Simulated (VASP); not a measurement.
# Sn (P6_3/mmc) in VASP: a series of runs

The runs below take Sn through single point, with r2SCAN.

Program: VASP 6.6.1. These are calculated values, not measurements. Logs are shortened: lines on timing, memory, paths and dates and some standing lists are left out, and cuts for length are marked.

**1. The cell of the first run**

Symmetry: P6_3/mmc, No. 194, hexagonal system. The conventional cell has a = 3.313 Å, b = 3.313 Å, c = 5.678 Å, α = 90.00°, β = 90.00°, γ = 120.00°. Sn (site symmetry -6m2) has 12 Sn at 3.31 to 3.42 Å within 4.4 Å.

**2. Single point, r2SCAN**

File POSCAR:

```
Sn
1.0
    3.3130313935      0.0000000000      0.0000000000
   -1.6565156967      2.8691693503      0.0000000000
    0.0000000000      0.0000000000      5.6780976602
Sn
2
Direct
    0.3333333333      0.6666666667      0.7500000000
    0.6666666667      0.3333333333      0.2500000000
```

File INCAR.step1:

```
ALGO = Normal
EDIFF = 1E-4
ENCUT = 520
GGA = PE
ISMEAR = 0
LASPH = True
LCHARG = False
LREAL = False
LWAVE = True
NBANDS = 21
NELM = 100
PREC = Accurate
SIGMA = 0.05
```

File INCAR.step2:

```
ALGO = Normal
EDIFF = 1E-6
ENCUT = 520
ISIF = 2
ISMEAR = 0
ISTART = 1
LASPH = True
LCHARG = False
LMIXTAU = True
LREAL = False
LWAVE = False
METAGGA = R2SCAN
NBANDS = 21
NELM = 100
PREC = Accurate
SIGMA = 0.05
```

File KPOINTS:

```
k-points
0
Gamma
  14 14 8
```

Potentials or basis: VASP PAW PBE potentials, release 64 (Sn_d).

Command:

```console
cat potpaw_PBE.64/Sn_d/POTCAR > POTCAR
cp INCAR.step1 INCAR
mpirun -np 1 vasp_std > vasp.out
cp INCAR.step2 INCAR
mpirun -np 1 vasp_std > vasp.out
```

OUTCAR:

```text
EDIFF = 1E-6
   ENCUT = 520
   ISIF = 2
   ISMEAR = 0
   ISTART = 1
   LASPH = True
   LREAL = False
   METAGGA = R2SCAN
   NELM = 100
   PREC = Accurate

 ion  position               nearest neighbor table
   1  0.333  0.667  0.750-   2 3.42   2 3.42   2 3.42   2 3.42   2 3.42   2 3.42
   2  0.667  0.333  0.250-   1 3.42   1 3.42   1 3.42   1 3.42   1 3.42   1 3.42

  LATTYP: Found a hexagonal cell.
 ALAT       =     3.3130313935
 C/A-ratio  =     1.7138677500

  Lattice vectors:

 A1 = (   3.3130313935,   0.0000000000,   0.0000000000)
 A2 = (  -1.6565156967,   2.8691693503,   0.0000000000)
 A3 = (   0.0000000000,   0.0000000000,   5.6780976602)

Analysis of symmetry for initial positions (statically):
=====================================================================
 Subroutine PRICEL returns:
 Original cell was already a primitive cell.

 Routine SETGRP: Setting up the symmetry group for a
 hexagonal supercell.

 Subroutine GETGRP returns: Found 24 space group operations
 (whereof 12 operations were pure point group operations)
 out of a pool of 24 trial point group operations.

The static configuration has the point symmetry D_3d.
 The point group associated with its full space group is D_6h.

Analysis of symmetry for dynamics (positions and initial velocities):
=====================================================================
 Subroutine PRICEL returns:
 Original cell was already a primitive cell.

 Routine SETGRP: Setting up the symmetry group for a
 hexagonal supercell.

 Subroutine GETGRP returns: Found 24 space group operations
 (whereof 12 operations were pure point group operations)
 out of a pool of 24 trial point group operations.

The dynamic configuration has the point symmetry D_3d.
 The point group associated with its full space group is D_6h.

 Subroutine INISYM returns: Found 24 space group operations
 (whereof 12 operations are pure point group operations),
 and found     1 'primitive' translations

----------------------------------------------------------------------------------------

                                     Primitive cell

  volume of cell :      53.9740

  direct lattice vectors                    reciprocal lattice vectors
     3.313031394  0.000000000  0.000000000     0.301838371  0.174266465  0.000000000
    -1.656515697  2.869169350  0.000000000     0.000000000  0.348532930  0.000000000
     0.000000000  0.000000000  5.678097660     0.000000000  0.000000000  0.176115322

  length of vectors
     3.313031394  3.313031393  5.678097660     0.348532930  0.348532930  0.176115322

  position of ions in fractional coordinates (direct lattice)
     0.333333333  0.666666667  0.750000000
     0.666666667  0.333333333  0.250000000

  ion indices of the primitive-cell ions
   primitive index   ion index
                 1           1
                 2           2

----------------------------------------------------------------------------------------

 KPOINTS: k-points

Automatic generation of k-mesh.
 Grid dimensions read from file:
 generate k-points for:   14   14    8

 Generating k-lattice:

  Cartesian coordinates                     Fractional coordinates (reciprocal lattice)
     0.021559884  0.012447605  0.000000000     0.071428571  0.000000000  0.000000000
     0.000000000  0.024895209  0.000000000     0.000000000  0.071428571  0.000000000
     0.000000000  0.000000000  0.022014415     0.000000000  0.000000000  0.125000000

  Length of vectors
     0.024895209  0.024895209  0.022014415

  Shift w.r.t. Gamma in fractional coordinates (k-lattice)
     0.000000000  0.000000000  0.000000000

 Subroutine IBZKPT returns following result:
 ===========================================

 Found    120 irreducible k-points:

 Following reciprocal coordinates:
            Coordinates               Weight
  0.000000  0.000000  0.000000      1.000000
  0.071429 -0.000000  0.000000      6.000000
  0.142857 -0.000000  0.000000      6.000000
  0.214286 -0.000000  0.000000      6.000000
  0.285714 -0.000000  0.000000      6.000000
  0.357143 -0.000000  0.000000      6.000000
[... 16 lines left out ...]
  0.285714  0.285714  0.000000      6.000000
  0.357143  0.285714  0.000000      6.000000
 [... further k-points ...]
   k-points           NKPTS =    120   k-points in BZ     NKDIM =    120   number of bands    NBANDS=     21
   number of dos      NEDOS =    301   number of ions     NIONS =      2
   total plane-waves  NPLWV =  32928
   dimension x,y,z NGX =    28 NGY =   28 NGZ =   42
   dimension x,y,z NGXF=    56 NGYF=   56 NGZF=   84
   ions per type =               2
   NGX,Y,Z   is equivalent  to a cutoff of  14.05, 14.05, 12.30 a.u.
   NGXF,Y,Z  is equivalent  to a cutoff of  28.10, 28.10, 24.59 a.u.
 SYSTEM =  unknown system
   PREC   = accura    normal or accurate (medium, high low for compatibility)
   ISTART =      1    job   : 0-new  1-cont  2-samecut
   ICHARG =      0    charge: 1-file 2-atom 10-const
   ISPIN  =      1    spin polarized calculation?
   LNONCOLLINEAR =      F non collinear calculations
   LSORBIT =      F    spin-orbit coupling
   LASPH  =      T    aspherical Exc in radial PAW
   ENCUT  =  520.0 eV  38.22 Ry    6.18 a.u.   6.16  6.16 10.56*2*pi/ulx,y,z
   NELM   =    100;   NELMIN=  2; NELMDL=  0     # of ELM steps
   EDIFF  = 0.1E-05   stopping-criterion for ELM
   LREAL  =      F    real-space projection
   EDIFFG = 0.1E-04   stopping-criterion for IOM
   NSW    =      0    number of steps for IOM
   IBRION =     -1    ionic relax: 0-MD 1-quasi-New 2-CG
   NFREE  =      0    steps in history (QN), initial steepest desc. (CG)
   ISIF   =      2    stress and relaxation
   ISYM   =      2    0-nonsym 1-usesym 2-fastsym
   POTIM  = 0.5000    time-step for ionic-motion
   TEBEG  =    0.0;   TEEND  =   0.0 temperature during run
   PSTRESS=    0.0 pullay stress
   NELECT =      28.0000    total number of electrons
   NUPDOWN=      -1.0000    fix difference up-down
   EMIN   =  10.00;   EMAX   =-10.00  energy-range for DOS
   EFERMI =   0.00;   METHOD = LEGACY
   ISMEAR =     0;   SIGMA  =   0.05  broadening in eV -4-tet -1-fermi 0-gaus
   EFERMI_NEDOS =   21; number of points for ismear=-14 and -15
   IALGO  =     38    algorithm
   IMIX   =      4    mixing-type and parameters
     AMIX     =   0.40;   BMIX     =  1.00
     AMIX_MAG =   1.60;   BMIX_MAG =  1.00
  volume/ion in A,a.u.               =      26.99       182.12
  Fermi-wavevector in a.u.,A,eV,Ry     =   1.315425  2.485792 23.542732  1.730342
  Thomas-Fermi vector in A             =   2.445608
   LORBIT       =      0    0 simple, 1 ext, 2 COOP (PROOUT), +10 PAW based schemes
   METAGGA = R2SCAN    functional components
   LHFCALC =     F    Hartree Fock is set to
   AEXX    =    0.0000 exact exchange contribution
   IVDW    =     0    specifies the selected vdW correction
   LEPSILON=     F    determine dielectric tensor
   LRPA    =     F    only Hartree local field effects (RPA)
 non-spin polarized calculation
 Gauss-broadening in eV      SIGMA  =   0.05
  energy-cutoff  :      520.00
  volume of cell :       53.97
 maximum number of plane-waves:      1468
 NGX is ok and might be reduce to    28
   NGX = 13   NGY = 13   NGZ = 21

 number of electron      28.0000007 magnetization

 Free energy of the ion-electron system (eV)
  ---------------------------------------------------
  ext. energy  EPLUGINS =         0.00000000
  ---------------------------------------------------
  free energy    TOTEN  =       -49.02828279 eV

  energy without entropy =      -49.02744791  energy(sigma->0) =      -49.02786535

 E-fermi :   8.0995     XC(G=0): -11.3191

 val. band max:        8.0555972667   @ k =   0.3571  -0.0000   0.2500
 cond. band min:       8.1042379703   @ k =   0.2857   0.2857   0.2500
 fundamental gap:      0.0486407037
 Fermi energy:         8.0995498238

 k-point     1 :       0.0000    0.0000    0.0000
  band No.  band energies     occupation
      1     -14.1366      2.00000
      2     -14.1243      2.00000
      3     -14.1161      2.00000
      4     -14.1161      2.00000
      5     -14.1063      2.00000
      6     -14.1063      2.00000
[... 13 lines left out ...]
     20      18.8062      0.00000
     21      20.2280      0.00000

 k-point     2 :       0.0714   -0.0000    0.0000
  band No.  band energies     occupation
      1     -14.1362      2.00000
      2     -14.1236      2.00000
      3     -14.1128      2.00000
      4     -14.1073      2.00000
      5     -14.1027      2.00000
      6     -14.0977      2.00000
[... 13 lines left out ...]
     20      19.3273      0.00000
     21      19.9668      0.00000

 k-point     3 :       0.1429   -0.0000    0.0000
  band No.  band energies     occupation
      1     -14.1466      2.00000
      2     -14.1137      2.00000
      3     -14.1112      2.00000
      4     -14.0828      2.00000
      5     -14.0815      2.00000
      6     -14.0736      2.00000
[... 13 lines left out ...]
     20      18.9701      0.00000
     21      20.0235      0.00000

 k-point     4 :       0.2143   -0.0000    0.0000
  band No.  band energies     occupation
      1     -14.1645      2.00000
      2     -14.1195      2.00000
      3     -14.0895      2.00000
      4     -14.0763      2.00000
      5     -14.0619      2.00000
      6     -14.0480      2.00000
[... 13 lines left out ...]
     20      18.1063      0.00000
     21      19.9076      0.00000

 k-point     5 :       0.2857   -0.0000    0.0000
  band No.  band energies     occupation
      1     -14.1837      2.00000
      2     -14.1285      2.00000
      3     -14.0976      2.00000
      4     -14.0721      2.00000
      5     -14.0635      2.00000
      6     -14.0176      2.00000
[... 13 lines left out ...]
     20      17.9890      0.00000
     21      19.6232      0.00000
[... 382 lines left out ...]
     20      19.9868      0.00000
     21      20.9429      0.00000

 k-point    22 :       0.3571    0.2143    0.0000
  band No.  band energies     occupation
      1     -14.1435      2.00000
      2     -14.1358      2.00000
      3     -14.0814      2.00000
      4     -14.0800      2.00000
      5     -14.0514      2.00000
      6     -14.0316      2.00000
[... 13 lines left out ...]
     20      19.8479      0.00000
     21      21.9700      0.00000

 k-point    23 :       0.2857    0.2857    0.0000
  band No.  band energies     occupation
      1     -14.1443      2.00000
      2     -14.0907      2.00000
      3     -14.0898      2.00000
      4     -14.0793      2.00000
      5     -14.0520      2.00000
      6     -14.0286      2.00000
[... 13 lines left out ...]
     20      22.0035      0.00000
     21      22.0942      0.00000

 k-point    24 :       0.3571    0.2857    0.0000
  band No.  band energies     occupation
      1     -14.1478      2.00000
      2     -14.0896      2.00000
      3     -14.0727      2.00000
      4     -14.0601      2.00000
      5     -14.0594      2.00000
      6     -14.0287      2.00000
[... 13 lines left out ...]
     20      22.2092      0.00000
     21      22.8560      0.00000

 [... further k-points ...]

------------------------ aborting loop because EDIFF is reached ----------------------------------------

  FORCE on cell =-STRESS in cart. coord.  units (eV):
  Direction    XX          YY          ZZ          XY          YZ          ZX
  --------------------------------------------------------------------------------------
  -------------------------------------------------------------------------------------
  Total       -0.0165493     -0.0165493     -0.0086586     -0.0000000      0.0000000      0.0000000
  in kB       -0.4912545     -0.4912545     -0.2570237     -0.0000000      0.0000000      0.0000000
  external PRESSURE =      -0.4131776 kB  Pullay stress =       0.0000000 kB

 VOLUME and BASIS-vectors are now :
 -----------------------------------------------------------------------------
  energy-cutoff  :      520.00
  volume of cell :       53.97
      direct lattice vectors                 reciprocal lattice vectors
     3.313031394  0.000000000  0.000000000     0.301838371  0.174266465  0.000000000
    -1.656515697  2.869169350  0.000000000     0.000000000  0.348532930  0.000000000
     0.000000000  0.000000000  5.678097660     0.000000000  0.000000000  0.176115322

 POSITION                                       TOTAL-FORCE (eV/Angst)
 -----------------------------------------------------------------------------------
     -0.00000      1.91278      4.25857         0.000000     -0.000000      0.000000
      1.65652      0.95639      1.41952        -0.000000      0.000000      0.000000
 -----------------------------------------------------------------------------------
    total drift:                               -0.000000      0.000000     -0.000000

  FREE ENERGIE OF THE ION-ELECTRON SYSTEM (eV)
  ---------------------------------------------------
  free  energy   TOTEN  =       -49.0282827926 eV

  energy  without entropy=      -49.0274479107  energy(sigma->0) =      -49.02786535
```

Run time: 2.8 min. Hardware: 1 thread of Intel Xeon 6975P-C (Granite Rapids), shared host; peak memory 0.25 GiB.

What came out:

```yaml
Free_energy: -49.0283 eV
Pressure: 0.0 GPa
Band_gap_on_the_k_mesh: zero (band 14 reaches 14.90 eV, above the bottom of band 15 at 5.98 eV)
```

Caveat: the PAW data sets were made with another functional, which shifts forces and pressure a little; spin-orbit coupling is left out, which moves the levels of the heavy elements.

(Part 1 of 2 ends here.)
